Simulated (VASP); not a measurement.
## Ru: relaxation of cell and atoms with revPBE

Ru:

```
Ru
1.0
     2.68000    0.00000    0.00000
    -1.34000    2.32095    0.00000
     0.00000    0.00000    4.37644
Ru
2
Direct
  0.33333 0.66667 0.25000
  0.66667 0.33333 0.75000
```

- Program: VASP 6.6.1
- Task: relaxation of cell and atoms
- Functional: revPBE
- Potentials or basis: VASP PAW PBE potentials, release 64 (Ru_pv)
- Cutoff: 600 eV
- k mesh: 7 × 7 × 4
- Occupations: fermi-dirac, width 0.1 eV
- Spin: no spin polarisation
- Target pressure: 10 GPa
- Dipole correction: no
- Further INCAR settings: ALGO = Normal; EDIFF = 1e-07; IBRION = 2; EDIFFG = -0.02; NSW = 80; ISIF = 3

* Relaxed volume: 13.52 Å³/atom
* Relaxed cell: a = 2.712 Å, b = 2.712 Å, c = 4.244 Å, α = 90.00°, β = 90.00°, γ = 120.00°
* Space group after relaxing (to 0.05 Å): P6_3/mmc (No. 194)
* Energy change on relaxing (the enthalpy is what falls): -17.6 meV/atom
* Ionic steps: 6
* Pressure after relaxing: 10.0 GPa
* Band gap on the k mesh: zero (band 14 reaches 14.30 eV, above the bottom of band 15 at 11.49 eV)

Stress tensor (GPa, compression positive):
```
9.98 0.00 0.00
0.00 9.98 0.00
0.00 0.00 9.90
```

Step by step:
| step | energy change (eV) | largest force (eV/Å) | pressure (GPa) | volume (Å³) |
| --- | --- | --- | --- | --- |
| 1 | 0.0000 | 0.0000 | 7.66 | 27.22 |
| 2 | 0.0552 | 0.0000 | 19.64 | 26.39 |
| 3 | -0.0195 | 0.0000 | 12.69 | 26.82 |
| 4 | -0.0190 | 0.0000 | 12.81 | 26.81 |
| 5 | -0.0559 | 0.0000 | 3.59 | 27.57 |
| 6 | -0.0351 | 0.0000 | 9.96 | 27.03 |

Final structure:
```
Ru
1.0
     2.71211    0.00000    0.00000
    -1.35605    2.34875    0.00000
     0.00000    0.00000    4.24381
Ru
2
Cartesian
  0.0000 1.5658 1.0610
  1.3561 0.7829 3.1829
```

Levels at points of the mesh, in eV from the Fermi level:
| k point | band 12 | band 13 | band 14 | band 15 | band 16 | band 17 |
| --- | --- | --- | --- | --- | --- | --- |
| (0.00, 0.00, 0.00) | -1.92 | -1.92 | -1.53 | -1.53 | 1.15 | 1.15 |
| (0.00, 0.00, 0.50) | -2.84 | -2.71 | -2.71 | 0.52 | 0.52 | 0.52 |

Wall time 2.2 min on 1 thread of Intel Xeon 8259CL (shared host), peak memory 0.17 GiB.

Caveat: the k points lie up to 0.38 Å⁻¹ apart in the final cell; the cell is relaxed towards a set pressure, so the enthalpy falls and the energy may rise; the PAW data sets were made with another functional, which shifts forces and pressure a little.
